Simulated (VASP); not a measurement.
# Sn (P4/mmm) in VASP: further runs

Sn is run at these levels: PBE; tasks: relaxation of cell and atoms, single point.

Everything below comes from runs of VASP 6.6.1. Logs are shortened: lines on timing, memory, paths and dates and some standing lists are left out, and cuts for length are marked.

## 1. The cell of the first run

It takes space group P4/mmm (No. 123, tetragonal). Conventional cell: a = 5.721 Å, b = 5.721 Å, c = 2.673 Å, α = 90.00°, β = 90.00°, γ = 90.00°. Within 3.5 Å of Sn (site symmetry 4/mmm) lie 6 Sn at 2.67 to 2.86 Å. Within 3.5 Å of Sn (site symmetry mmm) lie 4 Sn at 2.67 to 2.86 Å.

## 2. Relaxation of cell and atoms, PBE

File INCAR:

```
SYSTEM = Sn
PREC = Accurate
ENCUT = 600
EDIFF = 1E-6
ISMEAR = 0
SIGMA = 0.1
LREAL = .FALSE.
LASPH = .TRUE.
NELM = 60
ALGO = Normal
ISIF = 3
LWAVE = .FALSE.
LCHARG = .FALSE.
GGA = PE
IBRION = 2
NSW = 90
EDIFFG = -0.04
```

File KPOINTS:

```
Automatic mesh
0
G
  4 4 6
  0 0 0
```

File POSCAR:

```
Sn
1.0
    5.7210411400      0.0000000000      0.0000000000
    0.0000000000      5.7210411400      0.0000000000
    0.0000000000      0.0000000000      2.6726392400
Sn
3
Direct
    0.0000000000      0.0000000000      0.0000000000
    0.0000000000      0.5000000000      0.0000000000
    0.5000000000      0.0000000000      0.0000000000
```

Potentials or basis: VASP PAW PBE potentials, release 64 (Sn_d).

Command:

```
cat potpaw_PBE.64/Sn_d/POTCAR > POTCAR
mpirun -np 1 vasp_std > vasp.out
```

OUTCAR:

```text
SYSTEM = Sn
   PREC = Accurate
   ENCUT = 600
   EDIFF = 1E-6
   ISMEAR = 0
   LREAL = .FALSE.
   LASPH = .TRUE.
   NELM = 60
   ISIF = 3
   GGA = PE
   IBRION = 2
   NSW = 90
   EDIFFG = -0.04

 ion  position               nearest neighbor table
   1  0.000  0.000  0.000-   2 2.86   3 2.86   2 2.86   3 2.86
   2  0.000  0.500  0.000-   1 2.86   1 2.86
   3  0.500  0.000  0.000-   1 2.86   1 2.86

  LATTYP: Found a simple tetragonal cell.
 ALAT       =     5.7210411400
 C/A-ratio  =     0.4671595912

  Lattice vectors:

 A1 = (   5.7210411400,   0.0000000000,   0.0000000000)
 A2 = (   0.0000000000,   5.7210411400,   0.0000000000)
 A3 = (   0.0000000000,   0.0000000000,   2.6726392400)

Analysis of symmetry for initial positions (statically):
=====================================================================
 Subroutine PRICEL returns:
 Original cell was already a primitive cell.

 Routine SETGRP: Setting up the symmetry group for a
 simple tetragonal supercell.

 Subroutine GETGRP returns: Found 16 space group operations
 (whereof 16 operations were pure point group operations)
 out of a pool of 16 trial point group operations.

The static configuration has the point symmetry D_4h.

Analysis of symmetry for dynamics (positions and initial velocities):
=====================================================================
 Subroutine PRICEL returns:
 Original cell was already a primitive cell.

 Routine SETGRP: Setting up the symmetry group for a
 simple tetragonal supercell.

 Subroutine GETGRP returns: Found 16 space group operations
 (whereof 16 operations were pure point group operations)
 out of a pool of 16 trial point group operations.

The dynamic configuration has the point symmetry D_4h.

 Subroutine INISYM returns: Found 16 space group operations
 (whereof 16 operations are pure point group operations),
 and found     1 'primitive' translations

----------------------------------------------------------------------------------------

                                     Primitive cell

  volume of cell :      87.4763

  direct lattice vectors                    reciprocal lattice vectors
     5.721041140  0.000000000  0.000000000     0.174793359  0.000000000  0.000000000
     0.000000000  5.721041140  0.000000000     0.000000000  0.174793359  0.000000000
     0.000000000  0.000000000  2.672639240     0.000000000  0.000000000  0.374161984

  length of vectors
     5.721041140  5.721041140  2.672639240     0.174793359  0.174793359  0.374161984

  position of ions in fractional coordinates (direct lattice)
     0.000000000  0.000000000  0.000000000
     0.000000000  0.500000000  0.000000000
     0.500000000  0.000000000  0.000000000

  ion indices of the primitive-cell ions
   primitive index   ion index
                 1           1
                 2           2
                 3           3

----------------------------------------------------------------------------------------

 KPOINTS: Automatic mesh

Automatic generation of k-mesh.
 Grid dimensions read from file:
 generate k-points for:    4    4    6

 Generating k-lattice:

  Cartesian coordinates                     Fractional coordinates (reciprocal lattice)
     0.043698340  0.000000000  0.000000000     0.250000000  0.000000000  0.000000000
     0.000000000  0.043698340  0.000000000     0.000000000  0.250000000  0.000000000
     0.000000000  0.000000000  0.062360331     0.000000000  0.000000000  0.166666667

  Length of vectors
     0.043698340  0.043698340  0.062360331

  Shift w.r.t. Gamma in fractional coordinates (k-lattice)
     0.000000000  0.000000000  0.000000000

 Subroutine IBZKPT returns following result:
 ===========================================

 Found     24 irreducible k-points:

 Following reciprocal coordinates:
            Coordinates               Weight
  0.000000  0.000000  0.000000      1.000000
  0.250000  0.000000  0.000000      4.000000
  0.500000  0.000000  0.000000      2.000000
  0.250000  0.250000  0.000000      4.000000
  0.500000  0.250000  0.000000      4.000000
  0.500000  0.500000  0.000000      1.000000
[... 16 lines left out ...]
  0.500000  0.250000  0.500000      4.000000
  0.500000  0.500000  0.500000      1.000000
   k-points           NKPTS =     24   k-points in BZ     NKDIM =     24   number of bands    NBANDS=     25
   number of dos      NEDOS =    301   number of ions     NIONS =      3
   total plane-waves  NPLWV =  55296
   dimension x,y,z NGX =    48 NGY =   48 NGZ =   24
   dimension x,y,z NGXF=    96 NGYF=   96 NGZF=   48
   ions per type =               3
   NGX,Y,Z   is equivalent  to a cutoff of  13.95, 13.95, 14.93 a.u.
   NGXF,Y,Z  is equivalent  to a cutoff of  27.90, 27.90, 29.86 a.u.
 SYSTEM =  Sn
   PREC   = accura    normal or accurate (medium, high low for compatibility)
   ISTART =      0    job   : 0-new  1-cont  2-samecut
   ICHARG =      2    charge: 1-file 2-atom 10-const
   ISPIN  =      1    spin polarized calculation?
   LNONCOLLINEAR =      F non collinear calculations
   LSORBIT =      F    spin-orbit coupling
   LASPH  =      T    aspherical Exc in radial PAW
   ENCUT  =  600.0 eV  44.10 Ry    6.64 a.u.  11.43 11.43  5.34*2*pi/ulx,y,z
   NELM   =     60;   NELMIN=  2; NELMDL= -5     # of ELM steps
   EDIFF  = 0.1E-05   stopping-criterion for ELM
   LREAL  =      F    real-space projection
   EDIFFG = -.4E-01   stopping-criterion for IOM
   NSW    =     90    number of steps for IOM
   IBRION =      2    ionic relax: 0-MD 1-quasi-New 2-CG
   NFREE  =      1    steps in history (QN), initial steepest desc. (CG)
   ISIF   =      3    stress and relaxation
   ISYM   =      2    0-nonsym 1-usesym 2-fastsym
   POTIM  = 0.5000    time-step for ionic-motion
   TEBEG  =    0.0;   TEEND  =   0.0 temperature during run
   PSTRESS=    0.0 pullay stress
   NELECT =      42.0000    total number of electrons
   NUPDOWN=      -1.0000    fix difference up-down
   EMIN   =  10.00;   EMAX   =-10.00  energy-range for DOS
   EFERMI =   0.00;   METHOD = LEGACY
   ISMEAR =     0;   SIGMA  =   0.10  broadening in eV -4-tet -1-fermi 0-gaus
   EFERMI_NEDOS =   21; number of points for ismear=-14 and -15
   IALGO  =     38    algorithm
   IMIX   =      4    mixing-type and parameters
     AMIX     =   0.40;   BMIX     =  1.00
     AMIX_MAG =   1.60;   BMIX_MAG =  1.00
  volume/ion in A,a.u.               =      29.16       196.77
  Fermi-wavevector in a.u.,A,eV,Ry     =   1.281921  2.422479 22.358729  1.643320
  Thomas-Fermi vector in A             =   2.414262
   LORBIT       =      0    0 simple, 1 ext, 2 COOP (PROOUT), +10 PAW based schemes
   GGA     = PE    functional components
   LHFCALC =     F    Hartree Fock is set to
   AEXX    =    0.0000 exact exchange contribution
   IVDW    =     0    specifies the selected vdW correction
   LEPSILON=     F    determine dielectric tensor
   LRPA    =     F    only Hartree local field effects (RPA)
 conjugate gradient relaxation of ions
 non-spin polarized calculation
 Gauss-broadening in eV      SIGMA  =   0.10
  energy-cutoff  :      600.00
  volume of cell :       87.48
 maximum number of plane-waves:      2943
 NGX is ok and might be reduce to    48
   NGX = 23   NGY = 23   NGZ = 11

--------------------------------------- Ionic step        1  -------------------------------------------

 number of electron      42.0000009 magnetization

 Free energy of the ion-electron system (eV)
  ---------------------------------------------------
  ext. energy  EPLUGINS =         0.00000000
  ---------------------------------------------------
  free energy    TOTEN  =        -9.49096312 eV

  energy without entropy =       -9.48592201  energy(sigma->0) =       -9.48844256

------------------------ aborting loop because EDIFF is reached ----------------------------------------

  FORCE on cell =-STRESS in cart. coord.  units (eV):
  Direction    XX          YY          ZZ          XY          YZ          ZX
  --------------------------------------------------------------------------------------
  -------------------------------------------------------------------------------------
  Total        3.1765817      3.1765817     16.5689308      0.0000000      0.0000000      0.0000000
  in kB       58.1808590     58.1808590    303.4691752      0.0000000      0.0000000      0.0000000
  external PRESSURE =     139.9436311 kB  Pullay stress =       0.0000000 kB
[... 22 lines left out ...]
  energy  without entropy=       -9.4859220081  energy(sigma->0) =       -9.48844256

--------------------------------------- Ionic step        2  -------------------------------------------

 number of electron      42.0000028 magnetization

 E-fermi :   3.9063     XC(G=0):  -8.2744

 val. band max:        3.9029391377   @ k =   0.2500   0.0000   0.0000
 cond. band min:       3.9151566370   @ k =   0.2500   0.0000   0.5000
 fundamental gap:      0.0122174993
 Fermi energy:         3.9062521720

 k-point     1 :       0.0000    0.0000    0.0000
  band No.  band energies     occupation
      1     -17.7242      2.00000
      2     -17.6559      2.00000
      3     -17.6037      2.00000
      4     -17.5987      2.00000
      5     -17.5895      2.00000
      6     -17.5407      2.00000
[... 843 lines left out ...]
  energy  without entropy=      -10.5278223253  energy(sigma->0) =      -10.53086222

--------------------------------------- Ionic step        7  -------------------------------------------

 number of electron      41.9999994 magnetization

 Free energy of the ion-electron system (eV)
  ---------------------------------------------------
  ext. energy  EPLUGINS =         0.00000000
  ---------------------------------------------------
  free energy    TOTEN  =       -10.53404315 eV

  energy without entropy =      -10.52763571  energy(sigma->0) =      -10.53083943

 E-fermi :   5.0920     XC(G=0):  -8.8081

 val. band max:        5.0486964136   @ k =   0.2500   0.0000   0.1667
 cond. band min:       5.1486796338   @ k =   0.2500   0.2500   0.5000
 fundamental gap:      0.0999832202
 Fermi energy:         5.0920305993

 k-point     1 :       0.0000    0.0000    0.0000
  band No.  band energies     occupation
      1     -16.7110      2.00000
      2     -16.6669      2.00000
      3     -16.5950      2.00000
      4     -16.5834      2.00000
      5     -16.5456      2.00000
      6     -16.4685      2.00000
[... 691 lines left out ...]
  FREE ENERGIE OF THE ION-ELECTRON SYSTEM (eV)
  ---------------------------------------------------
  free  energy   TOTEN  =       -10.5340431500 eV

  energy  without entropy=      -10.5276357145  energy(sigma->0) =      -10.53083943

 reached required accuracy - stopping structural energy minimisation
```

Wall time 2.6 min (1 thread of Intel Xeon 6975P-C (Granite Rapids), shared host); peak memory 0.24 GiB.

Results:

* Free energy: -10.5340 eV
* Relaxed volume: 35.77 Å³/atom
* Relaxed cell: a = 5.930 Å, b = 5.930 Å, c = 3.052 Å, α = 90.00°, β = 90.00°, γ = 90.00°
* Space group after relaxing (to 0.05 Å): P4/mmm (No. 123)
* Energy gained by relaxing: 347.7 meV/atom
* Ionic steps: 7
* Pressure after relaxing: 0.0 GPa
* Band gap on the k mesh: zero (band 21 reaches 6.48 eV, above the bottom of band 22 at 3.42 eV)

Step by step:
```tsv
step	energy change (eV)	largest force (eV/Å)	pressure (GPa)	volume (Å³)
1	0.0000	0.0000	13.99	87.48
2	-0.7431	0.0000	-2.52	122.39
3	-1.0372	0.0000	0.47	105.84
4	-1.0371	0.0000	0.61	105.46
5	-1.0428	0.0000	0.03	107.22
6	-1.0429	0.0000	0.10	106.98
7	-1.0431	0.0000	-0.02	107.30
```

Final structure:
```yaml
crystal:
  lattice:
    - [5.92970, 0.00000, 0.00000]
    - [0.00000, 5.92970, 0.00000]
    - [0.00000, 0.00000, 3.05158]
  atoms:
    - { symbol: Sn, position: [0.00000, 0.00000, 0.00000] }
    - { symbol: Sn, position: [0.00000, 0.50000, 0.00000] }
    - { symbol: Sn, position: [0.50000, 0.00000, 0.00000] }
```

Caveat: the k points lie up to 0.34 Å⁻¹ apart in the final cell; the volume moved by over 15 % at a fixed basis, so the end points are rough; spin-orbit coupling is left out, which moves the levels of the heavy elements.

## 3. Single point, PBE

This run uses another cell than the first one, of 36.54 Å³/atom, 1.253 times its volume.

File INCAR:

```
PREC = Accurate ; ENCUT = 520
EDIFF = 1E-6 ; ISMEAR = 0
SIGMA = 0.1 ; LREAL = False
LASPH = True ; NELM = 60
ALGO = Fast ; ISIF = 2
LWAVE = False ; LCHARG = False
GGA = PE ; NBANDS = 28
```

File KPOINTS:

```
regular mesh
0
Gamma
  8 8 16
```

File POSCAR:

```
Sn
1.0
    6.0342823952      0.0000000000      0.0000000000
    0.0000000000      6.0342823952      0.0000000000
    0.0000000000      0.0000000000      3.0105641621
Sn
3
Direct
    0.0000000000      0.0000000000      0.0000000000
    0.0000000000      0.5000000000      0.0000000000
    0.5000000000      0.0000000000      0.0000000000
```

Potentials or basis: VASP PAW PBE potentials, release 64 (Sn_d).

Command:

```
cat potpaw_PBE.64/Sn_d/POTCAR > POTCAR
mpirun -np 1 vasp_std > vasp.out
```

Wall time 3.3 min (1 thread of Intel Xeon 6975P-C (Granite Rapids), shared host); peak memory 0.43 GiB.

The run converged. Its results:

```yaml
Free_energy: -10.4929 eV
Pressure: 0.0 GPa
Band_gap_on_the_k_mesh: zero (band 21 reaches 6.23 eV, above the bottom of band 22 at 3.34 eV)
```

Levels at points of the mesh, in eV from the Fermi level:
```csv
k point,band 17,band 18,band 19,band 20,band 21,band 22,band 23,band 24,band 25,band 26
"(0.00, 0.00, 0.00)",-7.71,-5.69,-4.01,-4.01,-0.04,-0.04,3.37,3.75,6.29,6.69
"(0.50, 0.00, 0.00)",-8.61,-6.53,-3.76,-1.20,-1.00,0.77,1.06,6.14,6.62,6.80
"(0.50, 0.50, 0.00)",-8.56,-8.56,-2.55,0.23,0.74,0.74,1.23,1.38,5.94,5.94
"(0.00, 0.00, 0.50)",-4.23,-4.18,-2.16,-1.88,-1.42,-1.42,-0.73,2.73,2.73,3.56
"(0.50, 0.00, 0.50)",-5.27,-3.75,-2.93,-2.70,-1.21,-1.20,1.83,1.89,3.84,3.92
"(0.50, 0.50, 0.50)",-5.21,-5.21,-2.87,-2.66,-2.66,0.45,2.85,3.71,3.80,3.80
```

Caveat: spin-orbit coupling is left out, which moves the levels of the heavy elements.
